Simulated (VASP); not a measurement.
# TiO2 (Pmm2) in VASP: single point with PBE+D3(BJ)+U

Aim: the single point of TiO2 with PBE+D3(BJ)+U.

Program: VASP 6.6.1. These are calculated values, not measurements. Logs are shortened: lines on timing, memory, paths and dates and some standing lists are left out, and cuts for length are marked.

## (1) The cell of the first run

It takes space group Pmm2 (No. 25, orthorhombic). Conventional cell: a = 3.197 Å, b = 5.730 Å, c = 3.795 Å, α = 90.00°, β = 90.00°, γ = 90.00°. Ti (site symmetry mm2) has 6 O at 1.80 to 2.08 Å within 2.4 Å. Ti (site symmetry mm2) has 4 O at 1.79 to 1.90 Å within 2.4 Å. O (site symmetry m) has 3 Ti at 1.90 to 2.08 Å within 2.5 Å. O (site symmetry mm2) has 2 Ti at 1.79 Å within 2.4 Å. O (site symmetry mm2) has 2 Ti at 1.80 to 2.00 Å within 2.4 Å.

## (2) Single point, PBE+D3(BJ)+U

INCAR

```
  PREC = Accurate
  ENCUT = 600
  EDIFF = 1E-6
  ISMEAR = 0
  SIGMA = 0.05
  LREAL = F
  LASPH = T
  NELM = 200
  ALGO = Normal
  ISIF = 2
  LWAVE = F
  LCHARG = T
  LMAXMIX = 4
  LDAU = T
  LDAUTYPE = 2
  LDAUL = 2 -1
  LDAUU = 4 0
  LDAUJ = 0 0
  LDAUPRINT = 1
  GGA = PE
  IVDW = 12
  LELF = T
  LVHAR = T
  NBANDS = 60
  GGA_COMPAT = F
```

KPOINTS

```
Automatic mesh
0
Gamma
  4 4 6
  0.5 0.5 0.5
```

POSCAR

```
TiO2
1.0
    3.1965259836     -5.7301526949      0.0000000000
    3.1965259836      5.7301526949      0.0000000000
    0.0000000000      0.0000000000      3.7953514776
Ti O
4 8
Direct
    0.7500000000      0.2500000000      0.1854639095
    0.2500000000      0.2500000000      0.8657465201
    0.2500000000      0.7500000000      0.1854639095
    0.7500000000      0.7500000000      0.8657465201
    0.6155672309      0.8844327691      0.1571057612
    0.0000000000      0.0000000000      0.6555839856
    0.7500000000      0.2500000000      0.6587230308
    0.3844327691      0.1155672309      0.1571057612
    0.2500000000      0.7500000000      0.6587230308
    0.8844327691      0.6155672309      0.1571057612
    0.1155672309      0.3844327691      0.1571057612
    0.5000000000      0.5000000000      0.6555839856
```

Potentials or basis: VASP PAW PBE potentials, release 64 (Ti_sv, O).

Run with:

```
> cat potpaw_PBE.64/Ti_sv/POTCAR potpaw_PBE.64/O/POTCAR > POTCAR
> mpirun -np 1 vasp_std > vasp.out
```

OUTCAR:

```text
PREC = Accurate
   ENCUT = 600
   EDIFF = 1E-6
   ISMEAR = 0
   LREAL = F
   LASPH = T
   NELM = 200
   ISIF = 2
   GGA = PE
   IVDW = 12
 IVDW          = 12

 ion  position               nearest neighbor table
   1  0.750  0.250  0.185-   7 1.80   7 2.00   8 2.08  10 2.08  11 2.08   5 2.08
   2  0.250  0.250  0.866-   6 1.79  12 1.79  11 1.90   8 1.90
   3  0.250  0.750  0.185-   9 1.80   9 2.00   5 2.08  10 2.08  11 2.08   8 2.08
   4  0.750  0.750  0.866-   6 1.79  12 1.79  10 1.90   5 1.90
   5  0.616  0.884  0.157-   4 1.90   3 2.08   1 2.08
   6  0.000  0.000  0.656-   2 1.79   4 1.79
   7  0.750  0.250  0.659-   1 1.80   1 2.00
   8  0.384  0.116  0.157-   2 1.90   1 2.08   3 2.08
   9  0.250  0.750  0.659-   3 1.80   3 2.00
  10  0.884  0.616  0.157-   4 1.90   3 2.08   1 2.08
  11  0.116  0.384  0.157-   2 1.90   1 2.08   3 2.08
  12  0.500  0.500  0.656-   2 1.79   4 1.79

  LATTYP: Found a base centered orthorhombic cell.
 ALAT       =     6.3930519672
 B/A-ratio  =     1.7926188382
 C/A-ratio  =     0.5936681724

  Lattice vectors:

 A1 = (   3.1965259836,  -5.7301526949,   0.0000000000)
 A2 = (   3.1965259836,   5.7301526949,   0.0000000000)
 A3 = (   0.0000000000,   0.0000000000,   3.7953514776)

Analysis of symmetry for initial positions (statically):
=====================================================================
 Subroutine PRICEL returns following result:

  LATTYP: Found a simple orthorhombic cell.
 ALAT       =     3.1965259836
 B/A-ratio  =     1.1873363449
 C/A-ratio  =     1.7926188382

  Lattice vectors:

 A1 = (  -3.1965259836,   0.0000000000,   0.0000000000)
 A2 = (   0.0000000000,   0.0000000000,   3.7953514776)
 A3 = (   0.0000000000,   5.7301526949,   0.0000000000)

   2 primitive cells build up your supercell.

 Routine SETGRP: Setting up the symmetry group for a
 base centered orthorhombic supercell.

 Subroutine GETGRP returns: Found  4 space group operations
 (whereof  4 operations were pure point group operations)
 out of a pool of  8 trial point group operations.

The static configuration has the point symmetry C_2v.

Analysis of symmetry for dynamics (positions and initial velocities):
=====================================================================
 Subroutine PRICEL returns following result:

  LATTYP: Found a simple orthorhombic cell.
 ALAT       =     3.1965259836
 B/A-ratio  =     1.1873363449
 C/A-ratio  =     1.7926188382

  Lattice vectors:

 A1 = (  -3.1965259836,   0.0000000000,   0.0000000000)
 A2 = (   0.0000000000,   0.0000000000,   3.7953514776)
 A3 = (   0.0000000000,   5.7301526949,   0.0000000000)

   2 primitive cells build up your supercell.

 Routine SETGRP: Setting up the symmetry group for a
 base centered orthorhombic supercell.

 Subroutine GETGRP returns: Found  4 space group operations
 (whereof  4 operations were pure point group operations)
 out of a pool of  8 trial point group operations.

The dynamic configuration has the point symmetry C_2v.

 Subroutine INISYM returns: Found  4 space group operations
 (whereof  4 operations are pure point group operations),
 and found     2 'primitive' translations

----------------------------------------------------------------------------------------

                                     Primitive cell

  volume of cell :      69.5179

  direct lattice vectors                    reciprocal lattice vectors
    -3.196525984  0.000000000  0.000000000    -0.312839628  0.000000000  0.000000000
[... 75 lines left out ...]
   NGX,Y,Z   is equivalent  to a cutoff of  13.68, 13.68, 13.14 a.u.
   NGXF,Y,Z  is equivalent  to a cutoff of  27.36, 27.36, 26.28 a.u.
 SYSTEM =  unknown system
   PREC   = accura    normal or accurate (medium, high low for compatibility)
   ISTART =      0    job   : 0-new  1-cont  2-samecut
   ICHARG =      2    charge: 1-file 2-atom 10-const
   ISPIN  =      1    spin polarized calculation?
   LNONCOLLINEAR =      F non collinear calculations
   LSORBIT =      F    spin-orbit coupling
   LASPH  =      T    aspherical Exc in radial PAW
   ENCUT  =  600.0 eV  44.10 Ry    6.64 a.u.  13.10 13.10  7.58*2*pi/ulx,y,z
   NELM   =    200;   NELMIN=  2; NELMDL= -5     # of ELM steps
   EDIFF  = 0.1E-05   stopping-criterion for ELM
   LREAL  =      F    real-space projection
   EDIFFG = 0.1E-04   stopping-criterion for IOM
   NSW    =      0    number of steps for IOM
   IBRION =     -1    ionic relax: 0-MD 1-quasi-New 2-CG
   NFREE  =      0    steps in history (QN), initial steepest desc. (CG)
   ISIF   =      2    stress and relaxation
   ISYM   =      2    0-nonsym 1-usesym 2-fastsym
   POTIM  = 0.5000    time-step for ionic-motion
   TEBEG  =    0.0;   TEEND  =   0.0 temperature during run
   PSTRESS=    0.0 pullay stress
   NELECT =      96.0000    total number of electrons
   NUPDOWN=      -1.0000    fix difference up-down
   EMIN   =  10.00;   EMAX   =-10.00  energy-range for DOS
   EFERMI =   0.00;   METHOD = LEGACY
   ISMEAR =     0;   SIGMA  =   0.05  broadening in eV -4-tet -1-fermi 0-gaus
   EFERMI_NEDOS =   21; number of points for ismear=-14 and -15
   IALGO  =     38    algorithm
   IMIX   =      4    mixing-type and parameters
     AMIX     =   0.40;   BMIX     =  1.00
     AMIX_MAG =   1.60;   BMIX_MAG =  1.00
  volume/ion in A,a.u.               =      11.59        78.19
  Fermi-wavevector in a.u.,A,eV,Ry     =   1.446960  2.734357 28.486414  2.093692
  Thomas-Fermi vector in A             =   2.564969
   LORBIT       =      0    0 simple, 1 ext, 2 COOP (PROOUT), +10 PAW based schemes
 LDA+U is selected, type is set to LDAUTYPE =  2
   angular momentum for each species LDAUL =     2   -1
   U (eV)           for each species LDAUU =   4.0  0.0
   J (eV)           for each species LDAUJ =   0.0  0.0
   GGA     = PE    functional components
   LHFCALC =     F    Hartree Fock is set to
   AEXX    =    0.0000 exact exchange contribution
   IVDW    =    12    specifies the selected vdW correction
   LEPSILON=     F    determine dielectric tensor
   LRPA    =     F    only Hartree local field effects (RPA)
 non-spin polarized calculation
 Gauss-broadening in eV      SIGMA  =   0.05
  energy-cutoff  :      600.00
  volume of cell :      139.04
 maximum number of plane-waves:      4657
 NGX is ok and might be reduce to    54
   NGX = 27   NGY = 27   NGZ = 15

atom =   1  type =  1  l = 2

 onsite density matrix

spin component  1
[... 116 lines left out ...]
  o =  0.1136  v =  0.0000 -0.0000  0.9802 -0.0000  0.1980  0.0000  0.0000  0.0000  0.0000  0.0000      0.0000  0.0000  0.0000  0.0000  0.0000  0.0000  0.0000  0.0000  0.0000  0.0000
  o =  0.1136  v =  0.0000  0.0000  0.0000  0.0000  0.0000  0.0000 -0.0000  0.9802 -0.0000  0.1980      0.0000  0.0000  0.0000  0.0000  0.0000  0.0000  0.0000  0.0000  0.0000  0.0000
  o =  0.1210  v =  1.0000  0.0000  0.0000  0.0000  0.0000  0.0000  0.0000  0.0000  0.0000  0.0000      0.0000  0.0000  0.0000  0.0000  0.0000  0.0000  0.0000  0.0000  0.0000  0.0000
  o =  0.1210  v =  0.0000  0.0000  0.0000  0.0000  0.0000  1.0000  0.0000  0.0000  0.0000  0.0000      0.0000  0.0000  0.0000  0.0000  0.0000  0.0000  0.0000  0.0000  0.0000  0.0000
  o =  0.1971  v =  0.0000 -1.0000 -0.0000 -0.0000  0.0000  0.0000  0.0000  0.0000  0.0000  0.0000      0.0000  0.0000  0.0000  0.0000  0.0000  0.0000  0.0000  0.0000  0.0000  0.0000
  o =  0.1971  v =  0.0000  0.0000  0.0000  0.0000  0.0000  0.0000 -1.0000 -0.0000 -0.0000  0.0000      0.0000  0.0000  0.0000  0.0000  0.0000  0.0000  0.0000  0.0000  0.0000  0.0000
  o =  0.2047  v =  0.0000 -0.0000  0.0000  1.0000  0.0000  0.0000  0.0000  0.0000  0.0000  0.0000      0.0000  0.0000  0.0000  0.0000  0.0000  0.0000  0.0000  0.0000  0.0000  0.0000
  o =  0.2047  v =  0.0000  0.0000  0.0000  0.0000  0.0000  0.0000 -0.0000  0.0000  1.0000  0.0000      0.0000  0.0000  0.0000  0.0000  0.0000  0.0000  0.0000  0.0000  0.0000  0.0000
  o =  0.2697  v =  0.0000  0.0000  0.0000  0.0000  0.0000  0.0000  0.0000 -0.1980  0.0000  0.9802      0.0000  0.0000  0.0000  0.0000  0.0000  0.0000  0.0000  0.0000  0.0000  0.0000
  o =  0.2697  v =  0.0000  0.0000 -0.1980  0.0000  0.9802  0.0000  0.0000  0.0000  0.0000  0.0000      0.0000  0.0000  0.0000  0.0000  0.0000  0.0000  0.0000  0.0000  0.0000  0.0000

 number of electron      95.9999995 magnetization

 Free energy of the ion-electron system (eV)
  ---------------------------------------------------
  ext. energy  EPLUGINS =         0.00000000
  ---------------------------------------------------
  free energy    TOTEN  =       -94.00138793 eV

  energy without entropy =      -94.00138793  energy(sigma->0) =      -94.00138793

 E-fermi :   4.2381     XC(G=0): -10.8102

 val. band max:        3.9673479893   @ k =  -0.1250   0.1250   0.0833
 cond. band min:       6.6396478791   @ k =  -0.3750   0.3750   0.0833
 fundamental gap:      2.6722998897
 Fermi energy:         4.2381060519

 k-point     1 :       0.1250    0.1250    0.0833
  band No.  band energies     occupation
      1     -53.6996      2.00000
      2     -53.6882      2.00000
      3     -53.6841      2.00000
      4     -53.6719      2.00000
      5     -30.1977      2.00000
      6     -30.0138      2.00000
[... 1123 lines left out ...]
     59       8.8072      0.00000
     60       8.8128      0.00000

------------------------ aborting loop because EDIFF is reached ----------------------------------------

 Edisp (eV)   -2.68118

 E8    (eV) :    -1.0692

  FORCE on cell =-STRESS in cart. coord.  units (eV):
  Direction    XX          YY          ZZ          XY          YZ          ZX
  --------------------------------------------------------------------------------------
  -------------------------------------------------------------------------------------
  Total       8.62831    -0.68213    -0.58053     0.00000     0.00000     0.00000
  in kB      99.42832    -7.86050    -6.68976     0.00000     0.00000     0.00000
  external pressure =       28.29 kB  Pullay stress =        0.00 kB

 VOLUME and BASIS-vectors are now :
 -----------------------------------------------------------------------------
  energy-cutoff  :      600.00
  volume of cell :      139.04
      direct lattice vectors                 reciprocal lattice vectors
     3.196525984 -5.730152695  0.000000000     0.156419814 -0.087257710  0.000000000
     3.196525984  5.730152695  0.000000000     0.156419814  0.087257710  0.000000000
     0.000000000  0.000000000  3.795351478     0.000000000  0.000000000  0.263480209

 POSITION                                       TOTAL-FORCE (eV/Angst)
 -----------------------------------------------------------------------------------
      3.19653     -2.86508      0.70390        -0.000000      0.000000      0.100923
      1.59826      0.00000      3.28581         0.000000      0.000000      1.565534
      3.19653      2.86508      0.70390        -0.000000      0.000000      0.100923
      4.79479      0.00000      3.28581         0.000000      0.000000      1.565534
      4.79479      1.54064      0.59627         0.000000     -0.394264     -0.196996
      0.00000      0.00000      2.48817         0.000000      0.000000     -1.305590
      3.19653     -2.86508      2.50009        -0.000000      0.000000      0.033125
      1.59826     -1.54064      0.59627         0.000000      0.394264     -0.196996
      3.19653      2.86508      2.50009        -0.000000      0.000000      0.033125
      4.79479     -1.54064      0.59627         0.000000      0.394264     -0.196996
      1.59826      1.54064      0.59627         0.000000     -0.394264     -0.196996
      3.19653      0.00000      2.48817         0.000000      0.000000     -1.305590
 -----------------------------------------------------------------------------------
    total drift:                               -0.000000      0.000000     -0.000717

  FREE ENERGIE OF THE ION-ELECTRON SYSTEM (eV)
  ---------------------------------------------------
  free  energy   TOTEN  =       -96.6825678489 eV

  energy  without entropy=      -96.6825678489  energy(sigma->0) =      -96.68256785
```

It took 7.5 min on 1 thread of Intel Xeon 8259CL, shared host; peak memory 0.36 GiB.

What came out:

```yaml
Free_energy: -96.6826 eV
Pressure: 2.8 GPa
Largest_force: 1.566 eV/Å
Band_gap_on_the_k_mesh: 2.67 eV
Dispersion_energy_per_atom: -0.223 eV
```

Forces on the atoms (eV/Å):
```
Ti   0.000  0.000  0.101
Ti   0.000  0.000  1.566
Ti   0.000  0.000  0.101
Ti   0.000  0.000  1.566
O    0.000 -0.394 -0.197
O    0.000  0.000 -1.306
O    0.000  0.000  0.033
O    0.000  0.394 -0.197
O    0.000  0.000  0.033
O    0.000  0.394 -0.197
O    0.000 -0.394 -0.197
O    0.000  0.000 -1.306
```

Stress tensor (GPa, compression positive):
```
 9.94  0.00  0.00
 0.00 -0.79  0.00
 0.00  0.00 -0.67
```

Levels at points of the mesh, in eV from the valence-band top:
```csv
k point,band 44,band 45,band 46,band 47,band 48,band 49,band 50,band 51,band 52,band 53
"(0.12, 0.12, 0.08)",-0.86,-0.70,-0.53,-0.22,-0.19,2.90,2.95,3.08,3.12,3.14
```

Eigenvalues of the final occupation matrices:
```tsv
site	spin	trace	eigenvalues
site 1 d	1	0.79	0.05 0.13 0.14 0.19 0.28
site 1 d	2	0.79	0.05 0.13 0.14 0.19 0.28
site 2 d	1	0.91	0.11 0.12 0.20 0.20 0.27
site 2 d	2	0.91	0.11 0.12 0.20 0.20 0.27
site 3 d	1	0.79	0.05 0.13 0.14 0.19 0.28
site 3 d	2	0.79	0.05 0.13 0.14 0.19 0.28
site 4 d	1	0.91	0.11 0.12 0.20 0.20 0.27
site 4 d	2	0.91	0.11 0.12 0.20 0.20 0.27
```

Caveat: the stress differs along the axes, from -1 to 10 GPa; a shifted mesh leaves out Γ, where band edges can lie; forces of over 1 eV/Å act on the atoms, so gaps and moduli don't describe the material at rest. A k mesh can miss the band edges.
